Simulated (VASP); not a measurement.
Here is a VASP 6.6.1 calculation.

The input INCAR:

```
PREC = Accurate ; ENCUT = 520
EDIFF = 1E-6 ; ISMEAR = 0
SIGMA = 0.05 ; LREAL = F
LASPH = T ; NELM = 150
ALGO = Normal ; ISIF = 2
LWAVE = F ; LCHARG = F
MAGMOM = 0 0 0 0 0 0 ; LORBIT = 11
LSORBIT = T ; GGA_COMPAT = F
LORBMOM = T ; LMAXMIX = 4
GGA = PE ; NBANDS = 26
```

The input KPOINTS:

```
Automatic mesh
0
Gamma
  13 13 8
```

File POSCAR:

```
OsO
1.0
    3.3211167600      0.0000000000      0.0000000000
   -1.6605583800      2.8761714800      0.0000000000
    0.0000000000      0.0000000000      4.6590329000
Os O
1 1
Direct
    0.0000000000      0.0000000000      0.5000000000
    0.0000000000      0.0000000000      0.0000000000
```

Potentials or basis: VASP PAW PBE potentials, release 64 (Os, O).

Launch:

```console
$ cat potpaw_PBE.64/Os/POTCAR potpaw_PBE.64/O/POTCAR > POTCAR
$ mpirun -np 1 vasp_ncl > vasp.out
```

(1) Predict the net moment.

(2) What does it give for the pressure?

Results:

(1) 0.00 μB per cell.

(2) -38.3 GPa.

Caveat: the stress differs along the axes, from -74 to -20 GPa.
